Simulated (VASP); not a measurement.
# Fe (P6_3/mmc) in VASP: a series of runs

Fe is run at these levels: RPBE; tasks: relaxation of cell and atoms, single point.

Program: VASP 6.6.1. These are calculated values, not measurements. Logs are shortened: lines on timing, memory, paths and dates and some standing lists are left out, and cuts for length are marked.

**1. The cell of the first run**

The structure is hexagonal, space group P6_3/mmc (No. 194). Conventional cell: a = 2.554 Å, b = 2.554 Å, c = 4.170 Å, α = 90.00°, β = 90.00°, γ = 120.00°. Within 3.4 Å of Fe (site symmetry -6m2) lie 12 Fe at 2.55 Å.

**2. Relaxation of cell and atoms, RPBE**

Contents of INCAR:

```
SYSTEM = Fe
PREC = Accurate
ENCUT = 600
EDIFF = 1E-6
ISMEAR = -1
SIGMA = 0.1
LREAL = .False.
LASPH = .True.
NELM = 100
ALGO = Normal
ISIF = 3
LWAVE = .False.
LCHARG = .False.
GGA = RP
IBRION = 2
NSW = 80
EDIFFG = -0.01
```

Contents of KPOINTS:

```
Automatic mesh
0
Gamma
  14 14 8
  0 0 0
```

Contents of POSCAR:

```
Fe
1.0
    2.5537576109      0.0000000000      0.0000000000
   -1.2768788055      2.2116189662      0.0000000000
    0.0000000000      0.0000000000      4.1702861787
Fe
2
Direct
    0.3333333333      0.6666666667      0.2500000000
    0.6666666667      0.3333333333      0.7500000000
```

Potentials or basis: VASP PAW PBE potentials, release 64 (Fe).

On the command line:

```console
$ cat potpaw_PBE.64/Fe/POTCAR > POTCAR
$ mpirun -np 1 vasp_std > vasp.out
```

OUTCAR:

```text
SYSTEM = Fe
   PREC = Accurate
   ENCUT = 600
   EDIFF = 1E-6
   ISMEAR = -1
   LREAL = .False.
   LASPH = .True.
   NELM = 100
   ISIF = 3
   GGA = RP
   IBRION = 2
   NSW = 80
   EDIFFG = -0.01

 ion  position               nearest neighbor table
   1  0.333  0.667  0.250-   2 2.55   2 2.55   2 2.55   2 2.55   2 2.55   2 2.55
   2  0.667  0.333  0.750-   1 2.55   1 2.55   1 2.55   1 2.55   1 2.55   1 2.55

  LATTYP: Found a hexagonal cell.
 ALAT       =     2.5537576109
 C/A-ratio  =     1.6330000000

  Lattice vectors:

 A1 = (   2.5537576109,   0.0000000000,   0.0000000000)
 A2 = (  -1.2768788055,   2.2116189662,   0.0000000000)
 A3 = (   0.0000000000,   0.0000000000,   4.1702861787)

Analysis of symmetry for initial positions (statically):
=====================================================================
 Subroutine PRICEL returns:
 Original cell was already a primitive cell.

 Routine SETGRP: Setting up the symmetry group for a
 hexagonal supercell.

 Subroutine GETGRP returns: Found 24 space group operations
 (whereof 12 operations were pure point group operations)
 out of a pool of 24 trial point group operations.

The static configuration has the point symmetry D_3d.
 The point group associated with its full space group is D_6h.

Analysis of symmetry for dynamics (positions and initial velocities):
=====================================================================
 Subroutine PRICEL returns:
 Original cell was already a primitive cell.

 Routine SETGRP: Setting up the symmetry group for a
 hexagonal supercell.

 Subroutine GETGRP returns: Found 24 space group operations
 (whereof 12 operations were pure point group operations)
 out of a pool of 24 trial point group operations.

The dynamic configuration has the point symmetry D_3d.
 The point group associated with its full space group is D_6h.

 Subroutine INISYM returns: Found 24 space group operations
 (whereof 12 operations are pure point group operations),
 and found     1 'primitive' translations

----------------------------------------------------------------------------------------

                                     Primitive cell

  volume of cell :      23.5535

  direct lattice vectors                    reciprocal lattice vectors
[... 99 lines left out ...]
   NUPDOWN=      -1.0000    fix difference up-down
   EMIN   =  10.00;   EMAX   =-10.00  energy-range for DOS
   EFERMI =   0.00;   METHOD = LEGACY
   ISMEAR =    -1;   SIGMA  =   0.10  broadening in eV -4-tet -1-fermi 0-gaus
   EFERMI_NEDOS =   21; number of points for ismear=-14 and -15
   IALGO  =     38    algorithm
   IMIX   =      4    mixing-type and parameters
     AMIX     =   0.40;   BMIX     =  1.00
     AMIX_MAG =   1.60;   BMIX_MAG =  1.00
  volume/ion in A,a.u.               =      11.78        79.47
  Fermi-wavevector in a.u.,A,eV,Ry     =   1.439117  2.719537 28.178465  2.071059
  Thomas-Fermi vector in A             =   2.558009
   LORBIT       =      0    0 simple, 1 ext, 2 COOP (PROOUT), +10 PAW based schemes
   GGA     = RP    functional components
   LHFCALC =     F    Hartree Fock is set to
   AEXX    =    0.0000 exact exchange contribution
   IVDW    =     0    specifies the selected vdW correction
   LEPSILON=     F    determine dielectric tensor
   LRPA    =     F    only Hartree local field effects (RPA)
 conjugate gradient relaxation of ions
 non-spin polarized calculation
  energy-cutoff  :      600.00
  volume of cell :       23.55
 maximum number of plane-waves:       803
   NGX = 11   NGY = 11   NGZ = 17

--------------------------------------- Ionic step        1  -------------------------------------------

 number of electron      15.9999995 magnetization

 Free energy of the ion-electron system (eV)
  ---------------------------------------------------
  ext. energy  EPLUGINS =         0.00000000
  ---------------------------------------------------
  free energy    TOTEN  =       -14.96156875 eV

  energy without entropy =      -14.84601590  energy(sigma->0) =      -14.90379233

------------------------ aborting loop because EDIFF is reached ----------------------------------------

  FORCE on cell =-STRESS in cart. coord.  units (eV):
  Direction    XX          YY          ZZ          XY          YZ          ZX
  --------------------------------------------------------------------------------------
  -------------------------------------------------------------------------------------
  Total       -3.1147173     -3.1147173     -4.5444617      0.0000000      0.0000000      0.0000000
  in kB     -211.8719070   -211.8719070   -309.1271806      0.0000000      0.0000000      0.0000000
  external PRESSURE =    -244.2903316 kB  Pullay stress =       0.0000000 kB
[... 275 lines left out ...]
--------------------------------------- Ionic step        9  -------------------------------------------

 number of electron      16.0000002 magnetization

 Free energy of the ion-electron system (eV)
  ---------------------------------------------------
  ext. energy  EPLUGINS =         0.00000000
  ---------------------------------------------------
  free energy    TOTEN  =       -15.21467642 eV

  energy without entropy =      -15.12385493  energy(sigma->0) =      -15.16926568

 E-fermi :   6.7853     XC(G=0): -13.5855

 val. band max:        6.7852296346   @ k =   0.2857   0.0000   0.2500
 cond. band min:       6.7857900394   @ k =   0.1429   0.1429   0.2500
 fundamental gap:      0.0005604048
 Fermi energy:         6.7853458414

 k-point     1 :       0.0000    0.0000    0.0000
  band No.  band energies     occupation
      1      -1.9998      2.00000
      2       1.9948      2.00000
      3       5.1986      2.00000
      4       5.1986      2.00000
      5       5.3210      2.00000
      6       5.6475      1.99998
      7       5.6475      1.99998
      8       5.9739      1.99940
      9       5.9739      1.99940
     10       7.3142      0.01005
     11       7.4759      0.00200
     12       7.4759      0.00200
[... 331 lines left out ...]
 k-point    24 :       0.3571    0.2857    0.0000
  band No.  band energies     occupation
      1       2.8990      2.00000
      2       3.2725      2.00000
      3       3.3346      2.00000
      4       3.6932      2.00000
      5       4.7736      2.00000
      6       4.9320      2.00000
      7       6.0502      1.99872
      8       7.2952      0.01214
      9       7.4783      0.00196
     10       7.6035      0.00056
     11      11.8241      0.00000
     12      12.9256      0.00000

 [... further k-points ...]
[... 5 lines left out ...]
  --------------------------------------------------------------------------------------
  -------------------------------------------------------------------------------------
  Total        0.0107482      0.0107482      0.0076082     -0.0000000      0.0000000      0.0000000
  in kB        0.8273034      0.8273034      0.5856140     -0.0000000      0.0000000      0.0000000
  external PRESSURE =       0.7467403 kB  Pullay stress =       0.0000000 kB
[... 17 lines left out ...]
  FREE ENERGIE OF THE ION-ELECTRON SYSTEM (eV)
  ---------------------------------------------------
  free  energy   TOTEN  =       -15.2146764212 eV

  energy  without entropy=      -15.1238549315  energy(sigma->0) =      -15.16926568

 reached required accuracy - stopping structural energy minimisation
```

Run time: 94 s. Hardware: 1 thread of Intel Xeon Platinum 8488C (Sapphire Rapids), shared host; peak memory 0.18 GiB.

Results:

```yaml
Free_energy: -15.2147 eV
Relaxed_volume: 10.41 Å³/atom
Relaxed_cell: a = 2.477 Å, b = 2.477 Å, c = 3.916 Å, α = 90.00°, β = 90.00°, γ = 120.00°
Space_group_after_relaxing_to_0.05_Å: P6_3/mmc (No. 194)
Energy_gained_by_relaxing: 126.6 meV/atom
Ionic_steps: 9
Pressure_after_relaxing: 0.1 GPa
Band_gap_on_the_k_mesh: zero (band 8 reaches 7.68 eV, above the bottom of band 9 at 5.90 eV)
```

The path:
```
step  energy change (eV)  largest force (eV/Å)  pressure (GPa)  volume (Å³)
   1              0.0000                0.0000          -24.43        23.55
   2              0.1868                0.0000           56.27        17.94
   3             -0.2485                0.0000           -0.56        20.86
   4             -0.2488                0.0000            0.38        20.79
   5             -0.2488                0.0000            1.05        20.74
   6             -0.2528                0.0000            0.53        20.77
   7             -0.2530                0.0000            0.67        20.77
   8             -0.2529                0.0000           -0.81        20.88
   9             -0.2531                0.0000            0.07        20.82
```

Final structure:
```yaml
crystal:
  lattice:
    - [2.47731, 0.00000, 0.00000]
    - [-1.23865, 2.14541, 0.00000]
    - [0.00000, 0.00000, 3.91645]
  atoms:
    - { symbol: Fe, position: [0.33333, 0.66667, 0.25000] }
    - { symbol: Fe, position: [0.66667, 0.33333, 0.75000] }
```

Caveat: the PAW data sets were made with another functional, which shifts forces and pressure a little; the run has no spin polarisation, though such a crystal can be magnetic. Spin polarisation is off, so any magnetic state and its effect on volume and gap are missing.

**3. Single point, RPBE**

This run uses another cell than the first one, of 10.43 Å³/atom, 0.886 times its volume.

Contents of INCAR:

```
SYSTEM = Fe
ALGO = Normal ; EDIFF = 1E-6
ENCUT = 520 ; GGA = RP
ISIF = 2 ; ISMEAR = -1
LASPH = .True. ; LCHARG = .False.
LREAL = .False. ; LWAVE = .False.
NBANDS = 15 ; NELM = 80
PREC = Accurate ; SIGMA = 0.1
```

Contents of KPOINTS:

```
k-points
0
Gamma
  24 24 13
  0 0 0
```

Contents of POSCAR:

```
Fe
1.0
    2.4789035963      0.0000000000      0.0000000000
   -1.2394517982      2.1467934879      0.0000000000
    0.0000000000      0.0000000000      3.9204861124
Fe
2
Direct
    0.3333333333      0.6666666667      0.2500000000
    0.6666666667      0.3333333333      0.7500000000
```

Potentials or basis: VASP PAW PBE potentials, release 64 (Fe).

On the command line:

```console
$ cat potpaw_PBE.64/Fe/POTCAR > POTCAR
$ mpirun -np 1 vasp_std > vasp.out
```

Run time: 61 s. Hardware: 1 thread of Intel Xeon Platinum 8488C (Sapphire Rapids), shared host; peak memory 0.22 GiB.

It converged, with:

```yaml
Free_energy: -15.2146 eV
Pressure: -0.5 GPa
Band_gap_on_the_k_mesh: zero (band 8 reaches 7.66 eV, above the bottom of band 9 at 5.85 eV)
```

Levels at points of the mesh, in eV from the Fermi level:
```csv
k point,band 5,band 6,band 7,band 8,band 9,band 10,band 11,band 12
"(0.00, 0.00, 0.00)",-1.46,-1.14,-1.14,-0.81,-0.81,0.52,0.69,0.69
"(0.50, 0.00, 0.00)",-1.87,-1.47,-1.02,0.79,1.01,1.04,2.60,4.70
```

Caveat: the PAW data sets were made with another functional, which shifts forces and pressure a little; the run has no spin polarisation, though such a crystal can be magnetic. Spin polarisation is off, so any magnetic state and its effect on volume and gap are missing.
